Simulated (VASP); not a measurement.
Set up this calculation in VASP 6.6.1, as the native input.

* Task: single point
* Functional: PBEsol
* Potentials or basis: VASP PAW PBE potentials, release 64 (Ti_sv, O)
* Cutoff: 520 eV
* k mesh: 8 × 8 × 8
* Occupations: gaussian, width 0.01 eV
* Spin: no spin polarisation
* Dipole correction: no
* Further INCAR settings: ALGO = Normal; EDIFF = 1e-06; NBANDS = 33

The structure of TiO2 lies in POSCAR:

```
TiO2
1.0
   -1.8578462955      1.8578462955      4.6711760380
    1.8578462955     -1.8578462955      4.6711760380
    1.8578462955      1.8578462955     -4.6711760380
Ti O
2 4
Direct
    0.0000000000      0.0000000000      0.0000000000
    0.7500000000      0.2500000000      0.5000000000
    0.2081000000      0.2081000000      0.0000000000
    0.9581000000      0.4581000000      0.5000000000
    0.5419000000      0.0419000000      0.5000000000
    0.7919000000      0.7919000000      0.0000000000
```

The input as run:

INCAR

```
SYSTEM = TiO2
PREC     = Accurate       ! precision mode
ENCUT    = 520            ! plane-wave cutoff, eV
EDIFF    = 1E-6           ! SCF threshold, eV
ISMEAR   = 0              ! smearing method
SIGMA    = 0.01           ! smearing width, eV
LREAL    = .FALSE.        ! projectors in reciprocal space
LASPH    = .TRUE.         ! aspherical terms in the spheres
NELM     = 100            ! most SCF steps
ALGO     = Normal         ! electronic algorithm
ISIF     = 2              ! what is computed and relaxed
LWAVE    = .FALSE.        ! write WAVECAR
LCHARG   = .FALSE.        ! write CHGCAR
GGA      = PS             ! functional
NBANDS   = 33             ! bands
```

KPOINTS

```
regular mesh
0
G
  8 8 8
  0 0 0
```

Potentials or basis: VASP PAW PBE potentials, release 64 (Ti_sv, O).

The run is started by

```sh
$ cat potpaw_PBE.64/Ti_sv/POTCAR potpaw_PBE.64/O/POTCAR > POTCAR
$ mpirun -np 1 vasp_std > vasp.out
```

It gave:

The pressure is 13.1 GPa and the largest force is 0.365 eV/Å. The band gap on the k mesh is 2.21 eV (least direct gap 2.51 eV).

Caveat: the cell stands under pressure; the PAW data sets were made with another functional, which shifts forces and pressure a little.

Wall time 2.3 min on 1 thread of Intel(R) Xeon(R) Platinum 8488C (Sapphire Rapids), with other jobs on the host, peak memory 0.29 GiB.
